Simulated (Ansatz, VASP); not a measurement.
**Two plane-wave programs on HfN**

File INCAR:

```
PREC = Accurate
ENCUT = 520
EDIFF = 1E-6
ISMEAR = 0
SIGMA = 0.15
LREAL = False
LASPH = True
NELM = 100
ALGO = Normal
ISIF = 2
LWAVE = False
LCHARG = False
GGA = PS
NBANDS = 14
```

File KPOINTS:

```
Automatic mesh
0
Gamma
  18 18 18
```

File POSCAR:

```
HfN
1.0
    0.0000000000      2.3182987500      2.3182987500
    2.2590000000      0.0592987500      2.2590000000
    2.2590000000      2.2590000000      0.0592987500
Hf N
1 1
Direct
    0.0000000000      0.0000000000      0.0000000000
    0.5000000000      0.5000000000      0.5000000000
```

Input for Ansatz:

```yaml
crystal:
  lattice:
    - [0.0, 2.31829875, 2.31829875]
    - [2.259, 0.05929875, 2.259]
    - [2.259, 2.259, 0.05929875]
  atoms:
    - { symbol: Hf, position: [0.0, 0.0, 0.0] }
    - { symbol: "N", position: [0.5, 0.5, 0.5] }
basis:
  ecutwfc: 420
kpoints:
  mp_grid: { grid: [18, 18, 18] }
hamiltonian:
  xc: pbesol
scf:
  occupations: { method: gaussian, width: 0.15 }
output:
  forces: true
  stress: true
  eigenvalues: true
```

Change from the starting cell: strain +0.0525 x Voigt [0, 0, 0, 1, 0, 0], atoms carried along.

Alike in both runs: task single point; functional PBEsol; k mesh 18 × 18 × 18; occupations gaussian, width 0.15 eV; no spin polarisation.

```csv
,VASP,Ansatz
version,VASP 6.6.1,Ansatz 0.2.0
potentials or method,"VASP PAW PBE potentials, release 64 (Hf_pv, N), cutoff 520 eV","scalar-relativistic, plane waves, PAW"
valence electrons in the cell,15,31
```

VASP gave:

| Item | Value |
| --- | --- |
| gap on the k mesh at the Fermi level (eV) | none |
| pressure (GPa) | -4.9 |
| traceless stress, the component that is largest in VASP (GPa) | -6.56 |

Which values does Ansatz return?

gap on the k mesh at the Fermi level (eV): none; pressure (GPa): -2.8; traceless stress, the component that is largest in VASP (GPa): -6.46.

VASP's potentials were made for PBE, not for PBEsol. A gap of «none» marks a metal or a gap that the smearing closes. VASP's potentials hold 15 valence electrons a cell and Ansatz's 31, so a difference there can come from the potentials and not from the codes.

Spin-orbit coupling is off throughout.
